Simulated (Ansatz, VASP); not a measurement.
One calculation of GeSe, two programs

```
Ge Se
1.0
    10.82000    0.00000    0.00000
     0.00000    3.85000    0.00000
     0.00000    0.00000    4.40000
Ge Se
4 4
Direct
  0.12100 0.25000 0.11100
  0.87900 0.75000 0.88900
  0.37900 0.75000 0.61100
  0.62100 0.25000 0.38900
  0.85400 0.25000 0.50000
  0.14600 0.75000 0.50000
  0.64600 0.75000 0.00000
  0.35400 0.25000 0.00000
```

Alike in both runs: task electric field gradients; functional PBE; k mesh 4 × 11 × 10; occupations fermi-dirac, width 0.02 eV; no spin polarisation.

|  | VASP | Ansatz |
| --- | --- | --- |
| version | VASP 6.6.1 | Ansatz 0.2.0 |
| potentials or method | VASP PAW PBE potentials, release 64 (Ge_d, Se) | plane-wave PAW, scalar-relativistic |
| plane-wave cutoff (eV) | 410 | 420 |
| valence electrons in the cell | 80 | 120 |

Ansatz gave:

- rms of the force components (eV/Å): 0.043
- size of Vzz on the site where it differs most (V/Å²): 62.8

Problem. Estimate VASP's values.

Solution. rms of the force components (eV/Å): 0.052; size of Vzz on the site where it differs most (V/Å²): 58.9.

Atom by atom the forces differ by 0.010 eV/Å (rms over components). With one functional, cell and mesh, what is left measures potentials, basis and numerics. VASP's potentials hold 80 valence electrons a cell and Ansatz's 120, so a difference there can come from the potentials and not from the codes.
